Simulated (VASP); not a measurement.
# Mg (Pm-3m) in VASP: notebook, part 2 of 2

VASP 6.6.1. Earlier steps stand in the parts before.

## 4. Relaxation of cell and atoms, PBE, target pressure 24 GPa, at which the enthalpy is minimised

This run uses another cell than the first one, of 17.02 Å³/atom.

Input file INCAR:

```
SYSTEM = Mg
  ALGO = Normal
  EDIFF = 1E-7
  EDIFFG = -0.005
  ENCUT = 600
  GGA = PE
  GGA_COMPAT = .FALSE.
  IBRION = 2
  ISIF = 3
  ISMEAR = -1
  LASPH = .TRUE.
  LCHARG = .FALSE.
  LREAL = .FALSE.
  LWAVE = .FALSE.
  NELM = 120
  NELMIN = 4
  NSW = 60
  PREC = Accurate
  PSTRESS = 240.0
  SIGMA = 0.1
```

Input file KPOINTS:

```
k-points
0
G
  15 15 15
  0 0 0
```

Input file POSCAR:

```
Mg
1.0
    2.5724718337      0.0000000000      0.0000000000
    0.0000000000      2.5724718337      0.0000000000
    0.0000000000      0.0000000000      2.5724718337
Mg
1
Direct
    0.0000000000      0.0000000000      0.0000000000
```

Potentials or basis: VASP PAW PBE potentials, release 64 (Mg).

The run is started by

```sh
$ cat potpaw_PBE.64/Mg/POTCAR > POTCAR
$ mpirun -np 1 vasp_std > vasp.out
```

OUTCAR:

```text
SYSTEM = Mg
   EDIFF = 1E-7
   EDIFFG = -0.005
   ENCUT = 600
   GGA = PE
   IBRION = 2
   ISIF = 3
   ISMEAR = -1
   LASPH = .TRUE.
   LREAL = .FALSE.
   NELM = 120
   NELMIN = 4
   NSW = 60
   PREC = Accurate
   PSTRESS = 240.0

 ion  position               nearest neighbor table
   1  0.000  0.000  0.000-

  LATTYP: Found a simple cubic cell.
 ALAT       =     2.5724718337

  Lattice vectors:

 A1 = (   2.5724718337,   0.0000000000,   0.0000000000)
 A2 = (   0.0000000000,   2.5724718337,   0.0000000000)
 A3 = (   0.0000000000,   0.0000000000,   2.5724718337)

Analysis of symmetry for initial positions (statically):
=====================================================================
 Subroutine PRICEL returns:
 Original cell was already a primitive cell.

 Routine SETGRP: Setting up the symmetry group for a
 simple cubic supercell.

 Subroutine GETGRP returns: Found 48 space group operations
 (whereof 48 operations were pure point group operations)
 out of a pool of 48 trial point group operations.

The static configuration has the point symmetry O_h .

Analysis of symmetry for dynamics (positions and initial velocities):
=====================================================================
 Subroutine PRICEL returns:
 Original cell was already a primitive cell.

 Routine SETGRP: Setting up the symmetry group for a
 simple cubic supercell.

 Subroutine GETGRP returns: Found 48 space group operations
 (whereof 48 operations were pure point group operations)
 out of a pool of 48 trial point group operations.

The dynamic configuration has the point symmetry O_h .

 Subroutine INISYM returns: Found 48 space group operations
 (whereof 48 operations are pure point group operations),
 and found     1 'primitive' translations

----------------------------------------------------------------------------------------

                                     Primitive cell

  volume of cell :      17.0236

[... 84 lines left out ...]
   ENCUT  =  600.0 eV  44.10 Ry    6.64 a.u.   5.14  5.14  5.14*2*pi/ulx,y,z
   NELM   =    120;   NELMIN=  4; NELMDL= -5     # of ELM steps
   EDIFF  = 0.1E-06   stopping-criterion for ELM
   LREAL  =      F    real-space projection
   EDIFFG = -.5E-02   stopping-criterion for IOM
   NSW    =     60    number of steps for IOM
   IBRION =      2    ionic relax: 0-MD 1-quasi-New 2-CG
   NFREE  =      1    steps in history (QN), initial steepest desc. (CG)
   ISIF   =      3    stress and relaxation
   ISYM   =      2    0-nonsym 1-usesym 2-fastsym
   POTIM  = 0.5000    time-step for ionic-motion
   TEBEG  =    0.0;   TEEND  =   0.0 temperature during run
   PSTRESS=  240.0 pullay stress
   NELECT =       2.0000    total number of electrons
   NUPDOWN=      -1.0000    fix difference up-down
   EMIN   =  10.00;   EMAX   =-10.00  energy-range for DOS
   EFERMI =   0.00;   METHOD = LEGACY
   ISMEAR =    -1;   SIGMA  =   0.10  broadening in eV -4-tet -1-fermi 0-gaus
   EFERMI_NEDOS =   21; number of points for ismear=-14 and -15
   IALGO  =     38    algorithm
   IMIX   =      4    mixing-type and parameters
     AMIX     =   0.40;   BMIX     =  1.00
     AMIX_MAG =   1.60;   BMIX_MAG =  1.00
  volume/ion in A,a.u.               =      17.02       114.88
  Fermi-wavevector in a.u.,A,eV,Ry     =   0.801803  1.515187  8.747017  0.642888
  Thomas-Fermi vector in A             =   1.909359
   LORBIT       =      0    0 simple, 1 ext, 2 COOP (PROOUT), +10 PAW based schemes
   GGA     = PE    functional components
   LHFCALC =     F    Hartree Fock is set to
   AEXX    =    0.0000 exact exchange contribution
   IVDW    =     0    specifies the selected vdW correction
   LEPSILON=     F    determine dielectric tensor
   LRPA    =     F    only Hartree local field effects (RPA)
 conjugate gradient relaxation of ions
 non-spin polarized calculation
  energy-cutoff  :      600.00
  volume of cell :       17.02
 maximum number of plane-waves:       587
 NGX is ok and might be reduce to    24
   NGX = 11   NGY = 11   NGZ = 11

--------------------------------------- Ionic step        1  -------------------------------------------

 number of electron       2.0000000 magnetization

 Free energy of the ion-electron system (eV)
  ---------------------------------------------------
  ext. energy  EPLUGINS =         0.00000000
  ---------------------------------------------------
  free energy    TOTEN  =        -0.51321232 eV

  energy without entropy =       -0.49994460  energy(sigma->0) =       -0.50657846

 E-fermi :   4.4659     XC(G=0):  -9.4564

 val. band max:        4.4573268020   @ k =   0.4000   0.1333   0.0667
 cond. band min:       4.5495943711   @ k =   0.4000   0.4000   0.2667
 fundamental gap:      0.0922675691
 Fermi energy:         4.4658536175

 k-point     1 :       0.0000    0.0000    0.0000
  band No.  band energies     occupation
      1      -3.8844      2.00000
      2      14.3134      0.00000
      3      14.3134      0.00000
      4      17.8487      0.00000
      5      17.8487      0.00000
[... 257 lines left out ...]
--------------------------------------- Ionic step        3  -------------------------------------------

 number of electron       2.0000000 magnetization

 Free energy of the ion-electron system (eV)
  ---------------------------------------------------
  ext. energy  EPLUGINS =         0.00000000
  ---------------------------------------------------
  free energy    TOTEN  =        -0.61207283 eV

  energy without entropy =       -0.59861831  energy(sigma->0) =       -0.60534557

 E-fermi :   4.2183     XC(G=0):  -9.3330

 val. band max:        4.2000463747   @ k =   0.4000   0.1333   0.0667
 cond. band min:       4.3093131583   @ k =   0.4000   0.4000   0.2667
 fundamental gap:      0.1092667836
 Fermi energy:         4.2182635887

 k-point     1 :       0.0000    0.0000    0.0000
  band No.  band energies     occupation
      1      -3.9507      2.00000
      2      13.9319      0.00000
      3      13.9319      0.00000
      4      17.2693      0.00000
      5      17.2693      0.00000
[... 216 lines left out ...]
  energy  without entropy=       -0.5986183141  energy(sigma->0) =       -0.60534557

  enthalpy is  TOTEN    =         2.0299793432 eV   P V=        2.6420521727

 reached required accuracy - stopping structural energy minimisation
```

CONTCAR:

```text
Mg
   1.00000000000000
     2.6030364130536210   -0.0000000000000000   -0.0000000000000000
    -0.0000000000000000    2.6030364130536210   -0.0000000000000000
     0.0000000000000000    0.0000000000000000    2.6030364130536210
  Mg
     1
Direct
     0.0000000000000000    0.0000000000000000    0.0000000000000000

  0.00000000E+00  0.00000000E+00  0.00000000E+00
```

Run time: 23 s. Hardware: 1 thread of Intel Xeon 8259CL, shared host; peak memory 0.15 GiB.

Results:

```
Free energy                                                : -0.6121 eV
Relaxed volume                                             : 17.64 Å³/atom
Relaxed cell                                               : a = 2.603 Å, b = 2.603 Å, c = 2.603 Å, α = 90.00°, β = 90.00°, γ = 90.00°
Space group after relaxing (to 0.1 Å)                      : Pm-3m (No. 221)
Energy change on relaxing (the run minimises the enthalpy) : -98.9 meV/atom
Ionic steps                                                : 3
Pressure after relaxing                                    : 24.0 GPa
Band gap on the k mesh                                     : zero (bands 1 and 2 overlap by 7.02 eV)
```

Step by step:
```csv
step,energy change (eV),largest force (eV/Å),pressure (GPa),volume (Å³)
1,0.0000,0.0000,27.68,17.02
2,-0.1515,0.0000,22.04,18.00
3,-0.0989,0.0000,24.00,17.64
```

Final structure:
```
Mg
1.0
     2.60304    0.00000    0.00000
     0.00000    2.60304    0.00000
     0.00000    0.00000    2.60304
Mg
1
Cartesian
  0.0000 0.0000 0.0000
```

Caveat: the cell is relaxed towards a set pressure, so the run minimises the enthalpy, not the energy.

## 5. Relaxation of cell and atoms, PBE, target pressure 24 GPa, at which the enthalpy is minimised

Input file INCAR:

```
PREC = Accurate
ENCUT = 600
EDIFF = 1E-7
ISMEAR = -1
SIGMA = 0.1
LREAL = F
LASPH = T
NELM = 120
ALGO = Normal
ISIF = 3
LWAVE = F
LCHARG = F
GGA = PE
IBRION = 2
NSW = 32
EDIFFG = -0.005
PSTRESS = 240.0
GGA_COMPAT = F
NELMIN = 4
```

Input file KPOINTS:

```
Automatic mesh
0
Gamma
  15 15 15
```

Input file POSCAR:

```
Mg
1.0
    2.6021741609      0.0000000000      0.0000000000
    0.0000000000      2.6021741609      0.0000000000
    0.0000000000      0.0000000000      2.6021741609
Mg
1
Direct
    0.0000000000      0.0000000000      0.0000000000
```

The run is started by

```sh
$ cat potpaw_PBE.64/Mg/POTCAR > POTCAR
$ mpirun -np 1 vasp_std > vasp.out
```

Run time: 25 s. Hardware: 1 thread of Intel Xeon 8259CL, shared host; peak memory 0.15 GiB.

The run converged. Its results:

| Item | Value |
| --- | --- |
| Free energy | -0.6120 eV |
| Relaxed volume | 17.64 Å³/atom |
| Relaxed cell | a = 2.603 Å, b = 2.603 Å, c = 2.603 Å, α = 90.00°, β = 90.00°, γ = 90.00° |
| Space group after relaxing (to 0.1 Å) | Pm-3m (No. 221) |
| Energy change on relaxing (the run minimises the enthalpy) | -2.6 meV/atom |
| Ionic steps | 3 |
| Pressure after relaxing | 24.0 GPa |
| Band gap on the k mesh | zero (bands 1 and 2 overlap by 7.02 eV) |

The path:
```
step  energy change (eV)  largest force (eV/Å)  pressure (GPa)  volume (Å³)
   1              0.0000                0.0000           24.10        17.62
   2             -0.0042                0.0000           23.94        17.65
   3             -0.0026                0.0000           24.00        17.64
```

Final structure:
```yaml
crystal:
  lattice:
    - [2.60302, 0.00000, 0.00000]
    - [0.00000, 2.60302, 0.00000]
    - [0.00000, 0.00000, 2.60302]
  atoms:
    - { symbol: Mg, position: [0.00000, 0.00000, 0.00000] }
```

Levels at points of the mesh, in eV from the Fermi level:
| k point | band 1 | band 2 | band 3 | band 4 |
| --- | --- | --- | --- | --- |
| (0.00, 0.00, 0.00) | -8.17 | 9.71 | 9.71 | 13.05 |

Caveat: the cell is relaxed towards a set pressure, so the run minimises the enthalpy, not the energy.

## 6. The runs side by side

| task | cell | gap on the mesh (eV) | pressure (GPa) |
| --- | --- | --- | --- |
| single point | a = 2.602 Å, 1 atom | none | 24.1 |
| relaxation of cell and atoms | relaxed to 24 GPa from a = 2.572 Å, 1 atom | none | 24.0 |
| relaxation of cell and atoms | relaxed to 24 GPa from a = 2.602 Å, 1 atom | none | 24.0 |

Alike in all rows: level PBE; potentials or basis VASP PAW PBE potentials, release 64 (Mg); no spin polarisation; k mesh 15 × 15 × 15; cutoff (eV) 600; smearing fermi-dirac 0.1 eV.

Caveats: the cell is relaxed towards a set pressure, so the run minimises the enthalpy, not the energy (at least some runs); the cell stands under pressure (at least some runs).

Absolute energies hang on the potentials; compare differences alone.

The gap in the log of VASP goes by the Fermi energy; the results here count the filled bands.